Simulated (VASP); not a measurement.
# C (Fmmm) in VASP: a series of runs, part 2 of 2

VASP 6.6.1.

### 4 Single point, PBE

This run uses another cell than the first one: it holds 8 atoms, not 2.

INCAR reads:

```
PREC = Accurate
ENCUT = 520
EDIFF = 1E-6
ISMEAR = 0
SIGMA = 0.1
LREAL = False
LASPH = True
NELM = 100
ALGO = Normal
ISIF = 2
LWAVE = False
LCHARG = False
GGA = PE
NBANDS = 26
```

KPOINTS reads:

```
Automatic mesh
0
Gamma
  4 8 4
```

POSCAR reads:

```
C
1.0
    4.2701117111      0.0000000000      0.0000000000
    0.0000000000      2.4680686519      0.0000000000
    0.0000000000      0.0000000000      8.0408254278
C
8
Direct
    0.3333450495      0.2500001243      0.2500000083
    0.8333450495      0.7499998757      0.2499999917
    0.6666549505      0.2500001243      0.2499999917
    0.1666549505      0.2500001243      0.7500000083
    0.1666549505      0.7499998757      0.2500000083
    0.8333450495      0.2500001243      0.7499999917
    0.3333450495      0.7499998757      0.7500000083
    0.6666549505      0.7499998757      0.7499999917
```

Potentials or basis: VASP PAW PBE potentials, release 64 (C).

Started as:

```console
> cat potpaw_PBE.64/C/POTCAR > POTCAR
> mpirun -np 1 vasp_std > vasp.out
```

OUTCAR:

```text
PREC = Accurate
   ENCUT = 520
   EDIFF = 1E-6
   ISMEAR = 0
   LREAL = False
   LASPH = True
   NELM = 100
   ISIF = 2
   GGA = PE

 ion  position               nearest neighbor table
   1  0.333  0.250  0.250-   3 1.42   5 1.42   5 1.42
   2  0.833  0.750  0.250-   5 1.42   3 1.42   3 1.42
   3  0.667  0.250  0.250-   1 1.42   2 1.42   2 1.42
   4  0.167  0.250  0.750-   6 1.42   7 1.42   7 1.42
   5  0.167  0.750  0.250-   2 1.42   1 1.42   1 1.42
   6  0.833  0.250  0.750-   4 1.42   8 1.42   8 1.42
   7  0.333  0.750  0.750-   8 1.42   4 1.42   4 1.42
   8  0.667  0.750  0.750-   7 1.42   6 1.42   6 1.42

  LATTYP: Found a simple orthorhombic cell.
 ALAT       =     2.4680686519
 B/A-ratio  =     1.7301430038
 C/A-ratio  =     3.2579423679

  Lattice vectors:

 A1 = (   0.0000000000,  -2.4680686519,   0.0000000000)
 A2 = (   4.2701117111,   0.0000000000,   0.0000000000)
 A3 = (   0.0000000000,   0.0000000000,   8.0408254278)

Analysis of symmetry for initial positions (statically):
=====================================================================
 Subroutine PRICEL returns following result:

  LATTYP: Found a face centered orthorhombic cell.
 ALAT       =     2.4680674248
 B/A-ratio  =     1.7301438641
 C/A-ratio  =     3.2579439877

  Lattice vectors:

 A1 = (  -2.1350558556,   0.0000000000,   4.0204128474)
 A2 = (   0.0000000000,   1.2340337124,   4.0204127139)
 A3 = (  -2.1350558556,   1.2340337124,   0.0000001335)

   4 primitive cells build up your supercell.

 Routine SETGRP: Setting up the symmetry group for a
 simple orthorhombic supercell.

 Subroutine GETGRP returns: Found  8 space group operations
 (whereof  4 operations were pure point group operations)
[... 143 lines left out ...]
   EMIN   =  10.00;   EMAX   =-10.00  energy-range for DOS
   EFERMI =   0.00;   METHOD = LEGACY
   ISMEAR =     0;   SIGMA  =   0.10  broadening in eV -4-tet -1-fermi 0-gaus
   EFERMI_NEDOS =   21; number of points for ismear=-14 and -15
   IALGO  =     38    algorithm
   IMIX   =      4    mixing-type and parameters
     AMIX     =   0.40;   BMIX     =  1.00
     AMIX_MAG =   1.60;   BMIX_MAG =  1.00
  volume/ion in A,a.u.               =      10.59        71.48
  Fermi-wavevector in a.u.,A,eV,Ry     =   1.183293  2.236100 19.050651  1.400183
  Thomas-Fermi vector in A             =   2.319531
   LORBIT       =      0    0 simple, 1 ext, 2 COOP (PROOUT), +10 PAW based schemes
   GGA     = PE    functional components
   LHFCALC =     F    Hartree Fock is set to
   AEXX    =    0.0000 exact exchange contribution
   IVDW    =     0    specifies the selected vdW correction
   LEPSILON=     F    determine dielectric tensor
   LRPA    =     F    only Hartree local field effects (RPA)
 non-spin polarized calculation
 Gauss-broadening in eV      SIGMA  =   0.10
  energy-cutoff  :      520.00
  volume of cell :       84.74
 maximum number of plane-waves:      2312
 NGX is ok and might be reduce to    32

 number of electron      32.0000008 magnetization

 Free energy of the ion-electron system (eV)
  ---------------------------------------------------
  ext. energy  EPLUGINS =         0.00000000
  ---------------------------------------------------
  free energy    TOTEN  =       -73.77821662 eV

  energy without entropy =      -73.77821662  energy(sigma->0) =      -73.77821662

 E-fermi :   3.1793     XC(G=0):  -9.0947

 val. band max:        2.7134110086   @ k =   0.0000   0.3750   0.0000
 cond. band min:       3.6405089479   @ k =   0.0000   0.3750   0.0000
 fundamental gap:      0.9270979394
 Fermi energy:         3.1793370976

 k-point     1 :       0.0000    0.0000    0.0000
  band No.  band energies     occupation
      1     -16.3258      2.00000
      2     -16.2623      2.00000
      3     -11.0666      2.00000
      4     -11.0238      2.00000
      5     -10.0316      2.00000
      6      -9.9972      2.00000
[... 685 lines left out ...]
     25      12.5117      0.00000
     26      12.5123      0.00000

 [... further k-points ...]
[... 5 lines left out ...]
  --------------------------------------------------------------------------------------
  -------------------------------------------------------------------------------------
  Total        0.2953575      0.2904932      0.1379724      0.0000000     -0.0000000      0.0000000
  in kB        5.5842061      5.4922388      2.6085887      0.0000000     -0.0000000      0.0000000
  external PRESSURE =       4.5616778 kB  Pullay stress =       0.0000000 kB

 VOLUME and BASIS-vectors are now :
 -----------------------------------------------------------------------------
  energy-cutoff  :      520.00
  volume of cell :       84.74
      direct lattice vectors                 reciprocal lattice vectors
     4.270111711  0.000000000  0.000000000     0.234185911  0.000000000  0.000000000
     0.000000000  2.468068652  0.000000000     0.000000000  0.405175115  0.000000000
     0.000000000  0.000000000  8.040825428     0.000000000  0.000000000  0.124365341

 POSITION                                       TOTAL-FORCE (eV/Angst)
 -----------------------------------------------------------------------------------
      1.42342      0.61702      2.01021        -0.002074     -0.000000     -0.000000
      3.55848      1.85105      2.01021        -0.002074      0.000000      0.000000
      2.84669      0.61702      2.01021         0.002074      0.000000      0.000000
      0.71164      0.61702      6.03062         0.002074     -0.000000      0.000000
      0.71164      1.85105      2.01021         0.002074      0.000000      0.000000
      3.55848      0.61702      6.03062        -0.002074     -0.000000      0.000000
      1.42342      1.85105      6.03062        -0.002074     -0.000000     -0.000000
      2.84669      1.85105      6.03062         0.002074     -0.000000     -0.000000
 -----------------------------------------------------------------------------------
    total drift:                                0.000434     -0.000666     -0.000009

  FREE ENERGIE OF THE ION-ELECTRON SYSTEM (eV)
  ---------------------------------------------------
  free  energy   TOTEN  =       -73.7782166156 eV

  energy  without entropy=      -73.7782166156  energy(sigma->0) =      -73.77821662
```

stdout:

```text
POSCAR found type information on POSCAR C
 POSCAR found :  1 types and       8 ions
 scaLAPACK will be used
 LDA part: xc-table for (Slater+PW92), standard interpolation
 POSCAR, INCAR and KPOINTS ok, starting setup
 FFT: planning ... GRIDC
 FFT: planning ... GRID_SOFT
 FFT: planning ... GRID
 WAVECAR not read
 entering main loop
```

It took 53 s on 1 thread of Intel Xeon Platinum 8259CL at 2.50GHz (Skylake/Cascade Lake), shared host; peak memory 0.21 GiB.

What came out:

- Free energy: -73.7782 eV
- Pressure: 0.5 GPa

Forces on the atoms (eV/Å):
```
C   -0.002  0.000  0.000
C   -0.002  0.000  0.000
C    0.002  0.000  0.000
C    0.002  0.000  0.000
C    0.002  0.000  0.000
C   -0.002  0.000  0.000
C   -0.002  0.000  0.000
C    0.002  0.000  0.000
```

Caveat: this functional lacks dispersion, which binds the layers, so the pressure and a relaxed spacing across them are unreliable.

### 5 Relaxation of cell and atoms, PBE

This run uses another cell than the first one, of 10.59 Å³/atom.

INCAR reads:

```
PREC = Accurate ; ENCUT = 600
EDIFF = 1E-6 ; ISMEAR = 0
SIGMA = 0.02 ; LREAL = F
LASPH = T ; NELM = 60
ALGO = Normal ; ISIF = 3
LWAVE = F ; LCHARG = F
GGA = PE ; IBRION = 2
NSW = 100 ; EDIFFG = -0.01
```

KPOINTS reads:

```
Automatic mesh
0
Gamma
  14 14 14
```

POSCAR reads:

```
C
1.0
    0.0000000000      2.1350558556      4.0204127139
    1.2340343259      0.0000000000      4.0204127139
    1.2340343259      2.1350558556      0.0000000000
C
2
Direct
    0.1666549505      0.8333450495      0.1666549505
    0.8333450495      0.1666549505      0.8333450495
```

Potentials or basis: VASP PAW PBE potentials, release 64 (C).

Started as:

```console
> cat potpaw_PBE.64/C/POTCAR > POTCAR
> mpirun -np 1 vasp_std > vasp.out
```

OUTCAR:

```text
PREC = Accurate
   ENCUT = 600
   EDIFF = 1E-6
   ISMEAR = 0
   LREAL = F
   LASPH = T
   NELM = 60
   ISIF = 3
   GGA = PE
   IBRION = 2
   NSW = 100
   EDIFFG = -0.01

 ion  position               nearest neighbor table
   1  0.167  0.833  0.167-   2 1.42   2 1.42   2 1.42
   2  0.833  0.167  0.833-   1 1.42   1 1.42   1 1.42

  LATTYP: Found a face centered orthorhombic cell.
 ALAT       =     2.4680686518
 B/A-ratio  =     1.7301430040
 C/A-ratio  =     3.2579423680

  Lattice vectors:

 A1 = (   0.0000000000,   2.1350558556,   4.0204127139)
 A2 = (   1.2340343259,   0.0000000000,   4.0204127139)
 A3 = (   1.2340343259,   2.1350558556,   0.0000000000)

Analysis of symmetry for initial positions (statically):
=====================================================================
 Subroutine PRICEL returns:
 Original cell was already a primitive cell.

 Routine SETGRP: Setting up the symmetry group for a
 face centered orthorhombic supercell.

 Subroutine GETGRP returns: Found  8 space group operations
 (whereof  8 operations were pure point group operations)
 out of a pool of  8 trial point group operations.

The static configuration has the point symmetry D_2h.

[... 170 lines left out ...]
  in kB       -4.1788154      4.6116142      0.6970109      0.0000000      0.0000000      0.0000000
  external PRESSURE =       0.3766032 kB  Pullay stress =       0.0000000 kB
[... 131 lines left out ...]
--------------------------------------- Ionic step        5  -------------------------------------------

 number of electron       8.0000000 magnetization

 Free energy of the ion-electron system (eV)
  ---------------------------------------------------
  ext. energy  EPLUGINS =         0.00000000
  ---------------------------------------------------
  free energy    TOTEN  =       -18.45724470 eV

  energy without entropy =      -18.45724470  energy(sigma->0) =      -18.45724470

 E-fermi :   2.9829     XC(G=0):  -9.0947

 val. band max:        2.8096806687   @ k =   0.5000  -0.1429   0.3571
 cond. band min:       3.7326664953   @ k =  -0.0714   0.2857   0.2857
 fundamental gap:      0.9229858267
 Fermi energy:         2.9829304309

 k-point     1 :       0.0000    0.0000    0.0000
  band No.  band energies     occupation
      1     -16.3291      2.00000
      2      -4.0307      2.00000
      3       0.1719      2.00000
      4       0.1725      2.00000
      5       6.4845      0.00000
      6      11.5121      0.00000
      7      11.5282      0.00000
      8      14.6127      0.00000
[... 243 lines left out ...]
 k-point    24 :       0.2857    0.1429   -0.0000
  band No.  band energies     occupation
      1     -15.8235      2.00000
      2      -3.7534      2.00000
      3      -1.5811      2.00000
      4      -0.7083      2.00000
      5       8.2282      0.00000
      6      11.5823      0.00000
      7      13.0540      0.00000
      8      13.4340      0.00000

 [... further k-points ...]

------------------------ aborting loop because EDIFF is reached ----------------------------------------

  FORCE on cell =-STRESS in cart. coord.  units (eV):
  Direction    XX          YY          ZZ          XY          YZ          ZX
  --------------------------------------------------------------------------------------
  -------------------------------------------------------------------------------------
  Total       -0.0001198     -0.0015568      0.0025701      0.0000000      0.0000000      0.0000000
  in kB       -0.0090596     -0.1177229      0.1943445      0.0000000      0.0000000      0.0000000
  external PRESSURE =       0.0225206 kB  Pullay stress =       0.0000000 kB
[... 17 lines left out ...]
  FREE ENERGIE OF THE ION-ELECTRON SYSTEM (eV)
  ---------------------------------------------------
  free  energy   TOTEN  =       -18.4572446984 eV

  energy  without entropy=      -18.4572446984  energy(sigma->0) =      -18.45724470

 reached required accuracy - stopping structural energy minimisation
```

Run time: 2.6 min. Hardware: 1 thread of Intel Xeon Platinum 8259CL at 2.50GHz (Skylake/Cascade Lake), shared host; peak memory 0.21 GiB.

Results:

- Free energy: -18.4572 eV
- Relaxed volume: 10.59 Å³/atom
- Relaxed cell: a = 4.553 Å, b = 4.206 Å, c = 2.467 Å, α = 81.57°, β = 66.02°, γ = 32.41°
- Space group after relaxing (to 0.1 Å): Fmmm (No. 69)
- Energy gained by relaxing: 0.0 meV/atom
- Ionic steps: 5
- Pressure after relaxing: 0.0 GPa

Final structure:
```
CELL_PARAMETERS angstrom
0.00000 2.13630 4.02077
1.23337 0.00000 4.02077
1.23337 2.13630 0.00000
ATOMIC_POSITIONS crystal
C 0.16668 0.83332 0.16668
C 0.83332 0.16668 0.83332
```

Caveat: this functional lacks dispersion, which binds the layers, so the pressure and a relaxed spacing across them are unreliable.

### 6 Relaxation of cell and atoms, PBE

INCAR reads:

```
SYSTEM = C
PREC = Accurate
ENCUT = 600
EDIFF = 1E-6
ISMEAR = 0
SIGMA = 0.02
LREAL = .FALSE.
LASPH = .TRUE.
NELM = 60
ALGO = Normal
ISIF = 3
LWAVE = .FALSE.
LCHARG = .FALSE.
GGA = PE
IBRION = 2
NSW = 100
EDIFFG = -0.01
```

KPOINTS reads:

```
Automatic mesh
0
G
  14 14 14
  0 0 0
```

POSCAR reads:

```
C
1.0
    0.0000000000      2.1360351804      4.3103486597
    1.2332430687      0.0000000000      4.3103486597
    1.2332430687      2.1360351804      0.0000000000
C
2
Direct
    0.1666713241      0.8333286759      0.1666713241
    0.8333286759      0.1666713241      0.8333286759
```

Potentials or basis: VASP PAW PBE potentials, release 64 (C).

Started as:

```console
> cat potpaw_PBE.64/C/POTCAR > POTCAR
> mpirun -np 1 vasp_std > vasp.out
```

Wall time 15 min (1 thread of Intel Xeon Platinum 8259CL at 2.50GHz (Skylake/Cascade Lake), shared host); peak memory 0.23 GiB.

The run converged. Its results:

```
Free energy                           : -18.4601 eV
Relaxed volume                        : 10.66 Å³/atom
Relaxed cell                          : a = 4.576 Å, b = 4.230 Å, c = 2.467 Å, α = 81.62°, β = 66.15°, γ = 32.23°
Space group after relaxing (to 0.1 Å) : Fmmm (No. 69)
Energy gained by relaxing             : 0.7 meV/atom
Ionic steps                           : 27
Pressure after relaxing               : 0.0 GPa
```

Step by step:
```tsv
step	energy change (eV)	largest force (eV/Å)	pressure (GPa)	volume (Å³)
1	0.0000	0.0001	0.03	22.71
2	0.0000	0.0005	-0.28	22.72
3	0.0000	0.0003	-0.17	22.71
4	0.0000	0.0001	-0.18	22.70
5	-0.0001	0.0006	-0.21	22.67
6	-0.0001	0.0020	-0.28	22.61
7	-0.0002	0.0002	-0.20	22.59
8	-0.0002	0.0069	0.28	22.52
9	-0.0002	0.0045	0.11	22.54
10	-0.0002	0.0024	0.17	22.52
11	-0.0002	0.0041	0.36	22.46
12	-0.0003	0.0044	0.32	22.45
13	-0.0003	0.0056	0.29	22.43
14	-0.0004	0.0079	0.22	22.38
15	-0.0006	0.0124	-0.05	22.29
16	-0.0007	0.0214	-0.47	22.09
17	-0.0008	0.0136	-0.44	22.05
18	-0.0009	0.0097	-0.41	21.91
19	-0.0012	0.0568	-0.21	21.63
20	-0.0012	0.1521	0.26	21.07
21	-0.0012	0.0843	-0.13	21.47
22	-0.0012	0.1181	0.04	21.27
23	-0.0012	0.1058	-0.07	21.34
24	-0.0012	0.1137	0.08	21.29
25	-0.0012	0.1091	-0.02	21.32
26	-0.0013	0.0964	0.00	21.32
27	-0.0013	0.0000	0.00	21.32
```

Final structure:
```
C
1.0
     0.00000    2.13613    4.04647
     1.23326    0.00000    4.04647
     1.23326    2.13613    0.00000
C
2
Direct
  0.16668 0.83332 0.16668
  0.83332 0.16668 0.83332
```

Caveat: this functional lacks dispersion, which binds the layers, so the pressure and a relaxed spacing across them are unreliable.

### 7 Overview

```tsv
task	cell	k mesh	cutoff (eV)	smearing	pressure (GPa)	relaxed volume (Å³/atom)
single point	a = 4.811, b = 4.483, c = 2.466 Å, angles 82.1, 67.4, 30.5°, 2 atoms, atomic positions A	14 × 14 × 14	520	gaussian 0.02 eV	0.4	-
single point	a = 4.270, b = 2.468, c = 8.041 Å, 8 atoms, atomic positions B	4 × 8 × 4	520	gaussian 0.1 eV	0.5	-
relaxation of cell and atoms	relaxed from a = 4.552, b = 4.206, c = 2.466 Å, angles 81.6, 66.0, 32.4°, 2 atoms, atomic positions A	14 × 14 × 14	600	gaussian 0.02 eV	0.0	10.59
relaxation of cell and atoms	relaxed from a = 4.811, b = 4.483, c = 2.466 Å, angles 82.1, 67.4, 30.5°, 2 atoms, atomic positions A	14 × 14 × 14	600	gaussian 0.02 eV	0.0	10.66
```

Alike in all rows: level PBE; potentials or basis VASP PAW PBE potentials, release 64 (C); no spin polarisation.

Caveats: this functional lacks dispersion, which binds the layers, so the pressure and a relaxed spacing across them are unreliable.

Absolute energies hang on the potentials; compare differences alone.
